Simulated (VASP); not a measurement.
# Nb in VASP: single point with PBEsol

Aim: the single point of Nb with PBEsol.

Everything below comes from runs of VASP 6.6.1. Logs are shortened: lines on timing, memory, paths and dates and some standing lists are left out, and cuts for length are marked.

## (1) The cell of the first run

The cell holds a slab with vacuum, 5 atoms: a = 3.273 Å, b = 3.273 Å, c = 22.545 Å, α = 90.00°, β = 90.00°, γ = 90.00°.

## (2) Single point, PBEsol

The input, POSCAR:

```
Nb
1.0
    3.2726221427      0.0000000000      0.0000000000
    0.0000000000      3.2726221427      0.0000000000
    0.0000000000      0.0000000000     22.5452000000
Nb
5
Direct
    0.0000000000      0.0000000000      0.3548417340
    0.5000000000      0.5000000000      0.4274208668
    0.0000000000      0.0000000000      0.5000000000
    0.5000000000      0.5000000000      0.5725791332
    0.0000000000      0.0000000000      0.6451582660
```

The input, INCAR.step1:

```
SYSTEM = Nb
  ALGO = Normal
  DIPOL = 0.5 0.5 0.500
  EDIFF = 1E-7
  ENCUT = 520
  GGA = PS
  IDIPOL = 3
  ISIF = 2
  ISMEAR = -1
  LASPH = .TRUE.
  LCHARG = .TRUE.
  LDIPOL = .TRUE.
  LMAXMIX = 4
  LREAL = .FALSE.
  LWAVE = .FALSE.
  NBANDS = 40
  NELM = 60
  PREC = Accurate
  SIGMA = 0.05
```

The input, KPOINTS.step1:

```
k-points
0
G
  11 11 1
  0 0 0
```

The input, INCAR.step2:

```
SYSTEM = Nb
  ALGO = Normal
  DIPOL = 0.5 0.5 0.500
  EDIFF = 1E-7
  ENCUT = 520
  GGA = PS
  ICHARG = 11
  IDIPOL = 3
  ISIF = 2
  ISMEAR = -5
  LASPH = .TRUE.
  LCHARG = .FALSE.
  LDIPOL = .TRUE.
  LMAXMIX = 4
  LORBIT = 10
  LREAL = .FALSE.
  LWAVE = .FALSE.
  NBANDS = 40
  NEDOS = 2001
  NELM = 60
  PREC = Accurate
  SIGMA = 0.05
```

The input, KPOINTS.step2:

```
k-points
0
G
  17 17 1
  0 0 0
```

Potentials or basis: VASP PAW PBE potentials, release 64 (Nb_sv).

Run with:

```
$ cat potpaw_PBE.64/Nb_sv/POTCAR > POTCAR
$ cp INCAR.step1 INCAR
$ cp KPOINTS.step1 KPOINTS
$ mpirun -np 1 vasp_std > vasp.out
$ cp INCAR.step2 INCAR
$ cp KPOINTS.step2 KPOINTS
$ mpirun -np 1 vasp_std > vasp.out
```

OUTCAR:

```text
SYSTEM = Nb
   EDIFF = 1E-7
   ENCUT = 520
   GGA = PS
   ICHARG = 11
   ISIF = 2
   ISMEAR = -5
   LASPH = .TRUE.
   LORBIT = 10
   LREAL = .FALSE.
   NELM = 60
   PREC = Accurate

 ion  position               nearest neighbor table
   1  0.000  0.000  0.355-   2 2.83   2 2.83   2 2.83   2 2.83
   2  0.500  0.500  0.427-   1 2.83   1 2.83   1 2.83   1 2.83   3 2.83   3 2.83   3 2.83   3 2.83

   3  0.000  0.000  0.500-   2 2.83   4 2.83   2 2.83   4 2.83   2 2.83   4 2.83   2 2.83   4 2.83

   4  0.500  0.500  0.573-   5 2.83   5 2.83   5 2.83   5 2.83   3 2.83   3 2.83   3 2.83   3 2.83

   5  0.000  0.000  0.645-   4 2.83   4 2.83   4 2.83   4 2.83

  LATTYP: Found a simple tetragonal cell.
 ALAT       =     3.2726221427
 C/A-ratio  =     6.8890324079

  Lattice vectors:

 A1 = (   3.2726221427,   0.0000000000,   0.0000000000)
 A2 = (   0.0000000000,   3.2726221427,   0.0000000000)
 A3 = (   0.0000000000,   0.0000000000,  22.5452000000)

Analysis of symmetry for initial positions (statically):
=====================================================================
 Subroutine PRICEL returns:
 Original cell was already a primitive cell.

 Routine SETGRP: Setting up the symmetry group for a
 simple tetragonal supercell.

 Subroutine GETGRP returns: Found 16 space group operations
 (whereof 16 operations were pure point group operations)
 out of a pool of 16 trial point group operations.

The static configuration has the point symmetry D_4h.

Analysis of symmetry for dynamics (positions and initial velocities):
=====================================================================
 Subroutine PRICEL returns:
 Original cell was already a primitive cell.

 Routine SETGRP: Setting up the symmetry group for a
 simple tetragonal supercell.

 Subroutine GETGRP returns: Found 16 space group operations
 (whereof 16 operations were pure point group operations)
 out of a pool of 16 trial point group operations.

The dynamic configuration has the point symmetry D_4h.

 Subroutine INISYM returns: Found 16 space group operations
 (whereof 16 operations are pure point group operations),
 and found     1 'primitive' translations

----------------------------------------------------------------------------------------

                                     Primitive cell

  volume of cell :     241.4603

  direct lattice vectors                    reciprocal lattice vectors
     3.272622143  0.000000000  0.000000000     0.305565371  0.000000000  0.000000000
     0.000000000  3.272622143  0.000000000     0.000000000  0.305565371  0.000000000
     0.000000000  0.000000000 22.545200000     0.000000000  0.000000000  0.044355339

  length of vectors
     3.272622143  3.272622143 22.545200000     0.305565371  0.305565371  0.044355339

  position of ions in fractional coordinates (direct lattice)
     0.000000000  0.000000000  0.354841734
     0.500000000  0.500000000  0.427420867
     0.000000000  0.000000000  0.500000000
     0.500000000  0.500000000  0.572579133
     0.000000000  0.000000000  0.645158266

  ion indices of the primitive-cell ions
   primitive index   ion index
                 1           1
                 2           2
                 3           3
                 4           4
                 5           5

----------------------------------------------------------------------------------------

 KPOINTS: k-points

Automatic generation of k-mesh.
 Grid dimensions read from file:
 generate k-points for:   17   17    1

 Generating k-lattice:

  Cartesian coordinates                     Fractional coordinates (reciprocal lattice)
     0.017974434  0.000000000  0.000000000     0.058823529  0.000000000  0.000000000
     0.000000000  0.017974434  0.000000000     0.000000000  0.058823529  0.000000000
     0.000000000  0.000000000  0.044355339     0.000000000  0.000000000  1.000000000

  Length of vectors
     0.017974434  0.017974434  0.044355339

  Shift w.r.t. Gamma in fractional coordinates (k-lattice)
     0.000000000  0.000000000  0.000000000

 TETIRR: Found    415 inequivalent tetrahedra from     1734

 Subroutine IBZKPT returns following result:
 ===========================================

 Found     45 irreducible k-points:

 Following reciprocal coordinates:
            Coordinates               Weight
  0.000000  0.000000  0.000000      1.000000
  0.058824  0.000000  0.000000      4.000000
  0.117647  0.000000  0.000000      4.000000
  0.176471  0.000000  0.000000      4.000000
  0.235294  0.000000  0.000000      4.000000
  0.294118  0.000000  0.000000      4.000000
[... 16 lines left out ...]
  0.411765  0.117647  0.000000      8.000000
  0.470588  0.117647  0.000000      8.000000
 [... further k-points ...]
   k-points           NKPTS =     45   k-points in BZ     NKDIM =     45   number of bands    NBANDS=     40
   number of dos      NEDOS =   2001   number of ions     NIONS =      5
   total plane-waves  NPLWV =  96768
   dimension x,y,z NGX =    24 NGY =   24 NGZ =  168
   dimension x,y,z NGXF=    48 NGYF=   48 NGZF=  336
   ions per type =               5
   NGX,Y,Z   is equivalent  to a cutoff of  12.19, 12.19, 12.39 a.u.
   NGXF,Y,Z  is equivalent  to a cutoff of  24.38, 24.38, 24.78 a.u.
 SYSTEM =  Nb
   PREC   = accura    normal or accurate (medium, high low for compatibility)
   ISTART =      0    job   : 0-new  1-cont  2-samecut
   ICHARG =     11    charge: 1-file 2-atom 10-const
   ISPIN  =      1    spin polarized calculation?
   LNONCOLLINEAR =      F non collinear calculations
   LSORBIT =      F    spin-orbit coupling
   LASPH  =      T    aspherical Exc in radial PAW
   ENCUT  =  520.0 eV  38.22 Ry    6.18 a.u.   6.08  6.08 41.92*2*pi/ulx,y,z
   NELM   =     60;   NELMIN=  2; NELMDL=  0     # of ELM steps
   EDIFF  = 0.1E-06   stopping-criterion for ELM
   LREAL  =      F    real-space projection
   EDIFFG = 0.1E-05   stopping-criterion for IOM
   NSW    =      0    number of steps for IOM
   IBRION =     -1    ionic relax: 0-MD 1-quasi-New 2-CG
   NFREE  =      0    steps in history (QN), initial steepest desc. (CG)
   ISIF   =      2    stress and relaxation
   ISYM   =      2    0-nonsym 1-usesym 2-fastsym
   POTIM  = 0.5000    time-step for ionic-motion
   TEBEG  =    0.0;   TEEND  =   0.0 temperature during run
   PSTRESS=    0.0 pullay stress
   NELECT =      65.0000    total number of electrons
   NUPDOWN=      -1.0000    fix difference up-down
   EMIN   =  10.00;   EMAX   =-10.00  energy-range for DOS
   EFERMI =   0.00;   METHOD = LEGACY
   ISMEAR =    -5;   SIGMA  =   0.05  broadening in eV -4-tet -1-fermi 0-gaus
   EFERMI_NEDOS =   21; number of points for ismear=-14 and -15
   IALGO  =     38    algorithm
   IMIX   =      4    mixing-type and parameters
     AMIX     =   0.40;   BMIX     =  1.00
     AMIX_MAG =   1.60;   BMIX_MAG =  1.00
  volume/ion in A,a.u.               =      48.29       325.89
  Fermi-wavevector in a.u.,A,eV,Ry     =   1.057054  1.997543 15.202661  1.117364
  Thomas-Fermi vector in A             =   2.192313
   LORBIT       =     10    0 simple, 1 ext, 2 COOP (PROOUT), +10 PAW based schemes
   GGA     = PS    functional components
   LHFCALC =     F    Hartree Fock is set to
   AEXX    =    0.0000 exact exchange contribution
   IVDW    =     0    specifies the selected vdW correction
   LEPSILON=     F    determine dielectric tensor
   LRPA    =     F    only Hartree local field effects (RPA)
 non-spin polarized calculation
 Fermi weights with tetrahedron method with Bloechl corrections
  energy-cutoff  :      520.00
  volume of cell :      241.46
 maximum number of plane-waves:      6559

 number of electron      64.9999994 magnetization

 dipolmoment           0.000000      0.000000     -0.000000 electrons x Angstroem

 Free energy of the ion-electron system (eV)
  ---------------------------------------------------
  ext. energy  EPLUGINS =         0.00000000
  ---------------------------------------------------
  free energy    TOTEN  =       -50.94493191 eV

  energy without entropy =      -50.94493191  energy(sigma->0) =      -50.94493191

 E-fermi :   1.9698     XC(G=0):  -5.7224

 val. band max:        1.9755644506   @ k =   0.4118   0.4118   0.0000
 cond. band min:       1.9705213997   @ k =   0.1765   0.1765   0.0000
 fundamental gap:     -0.0050430510
 Fermi energy:         1.9698145947

 k-point     1 :       0.0000    0.0000    0.0000
  band No.  band energies     occupation
      1     -52.9475      2.00000
      2     -52.9460      2.00000
      3     -52.3468      2.00000
      4     -52.1940      2.00000
      5     -52.0195      2.00000
      6     -29.1294      2.00000
[... 32 lines left out ...]
     39       3.1247      0.00000
     40       4.3296      0.00000

 k-point     2 :       0.0588    0.0000    0.0000
  band No.  band energies     occupation
      1     -52.9462      2.00000
      2     -52.9447      2.00000
      3     -52.3438      2.00000
      4     -52.1939      2.00000
      5     -52.0217      2.00000
      6     -29.1335      2.00000
[... 32 lines left out ...]
     39       3.4139      0.00000
     40       3.9953      0.00000

 k-point     3 :       0.1176    0.0000    0.0000
  band No.  band energies     occupation
      1     -52.9423      2.00000
      2     -52.9411      2.00000
      3     -52.3349      2.00000
      4     -52.1934      2.00000
      5     -52.0285      2.00000
      6     -29.1451      2.00000
[... 32 lines left out ...]
     39       3.6554      0.00000
     40       3.6905      0.00000

 k-point     4 :       0.1765    0.0000    0.0000
  band No.  band energies     occupation
      1     -52.9366      2.00000
      2     -52.9356      2.00000
      3     -52.3206      2.00000
      4     -52.1927      2.00000
      5     -52.0397      2.00000
      6     -29.1618      2.00000
[... 32 lines left out ...]
     39       3.7356      0.00000
     40       3.9732      0.00000
[... 772 lines left out ...]
     39       3.8103      0.00000
     40       4.0243      0.00000

 k-point    23 :       0.4118    0.1176    0.0000
  band No.  band energies     occupation
      1     -52.9081      2.00000
      2     -52.9080      2.00000
      3     -52.2210      2.00000
      4     -52.1870      2.00000
      5     -52.1194      2.00000
      6     -29.2699      2.00000
[... 32 lines left out ...]
     39       3.8157      0.00000
     40       4.2856      0.00000

 k-point    24 :       0.4706    0.1176    0.0000
  band No.  band energies     occupation
      1     -52.9057      2.00000
      2     -52.9056      2.00000
      3     -52.2017      2.00000
      4     -52.1866      2.00000
      5     -52.1370      2.00000
      6     -29.2906      2.00000
[... 32 lines left out ...]
     39       3.9005      0.00000
     40       4.4389      0.00000

 [... further k-points ...]

------------------------ aborting loop because EDIFF is reached ----------------------------------------

 vacuum level on the upper side and lower side of the slab       (xc-potential included)        -0.139        -0.139

  FORCE on cell =-STRESS in cart. coord.  units (eV):
  Direction    XX          YY          ZZ          XY          YZ          ZX
  --------------------------------------------------------------------------------------
  -------------------------------------------------------------------------------------
  Total       -5.8391338     -5.8391338     -5.4625772      0.0000000      0.0000000      0.0000000
  in kB      -38.7447790    -38.7447790    -36.2461890      0.0000000      0.0000000      0.0000000
  external PRESSURE =     -37.9119156 kB  Pullay stress =       0.0000000 kB

 VOLUME and BASIS-vectors are now :
 -----------------------------------------------------------------------------
  energy-cutoff  :      520.00
  volume of cell :      241.46
      direct lattice vectors                 reciprocal lattice vectors
     3.272622143  0.000000000  0.000000000     0.305565371  0.000000000  0.000000000
     0.000000000  3.272622143  0.000000000     0.000000000  0.305565371  0.000000000
     0.000000000  0.000000000 22.545200000     0.000000000  0.000000000  0.044355339

 POSITION                                       TOTAL-FORCE (eV/Angst)
 -----------------------------------------------------------------------------------
      0.00000      0.00000      7.99998        -0.000000     -0.000000      1.382853
      1.63631      1.63631      9.63629        -0.000000     -0.000000     -1.289131
      0.00000      0.00000     11.27260         0.000000      0.000000     -0.000000
      1.63631      1.63631     12.90891         0.000000     -0.000000      1.289131
      0.00000      0.00000     14.54522         0.000000      0.000000     -1.382853
 -----------------------------------------------------------------------------------
    total drift:                                0.000000     -0.000000      0.000000

  FREE ENERGIE OF THE ION-ELECTRON SYSTEM (eV)
  ---------------------------------------------------
  free  energy   TOTEN  =       -50.9449319123 eV

  energy  without entropy=      -50.9449319123  energy(sigma->0) =      -50.94493191

 vacuum level on the upper side and lower side of the slab         5.630         5.630

 total charge

# of ion       s       p       d       tot
------------------------------------------
    1        2.220   5.942   2.439  10.601
    2        2.228   6.009   2.488  10.726
    3        2.223   6.008   2.511  10.743
    4        2.228   6.009   2.488  10.726
    5        2.220   5.942   2.439  10.601
--------------------------------------------------
tot         11.121  29.910  12.365  53.396
```

It took 19 min on 1 thread of Intel Xeon 8259CL, shared host; peak memory 0.47 GiB.

Results:

| Property | Result |
| --- | --- |
| Valence electrons inside the program's atomic spheres | Nb 10.60, 10.73, 10.74 (each value once) |

Levels at points of the mesh, in eV from the Fermi level:
| k point | band 31 | band 32 | band 33 | band 34 | band 35 | band 36 |
| --- | --- | --- | --- | --- | --- | --- |
| (0.00, 0.00, 0.00) | 0.18 | 0.18 | 0.28 | 0.28 | 0.46 | 0.49 |

Caveat: the PAW data sets were made with another functional, which shifts forces and pressure a little.
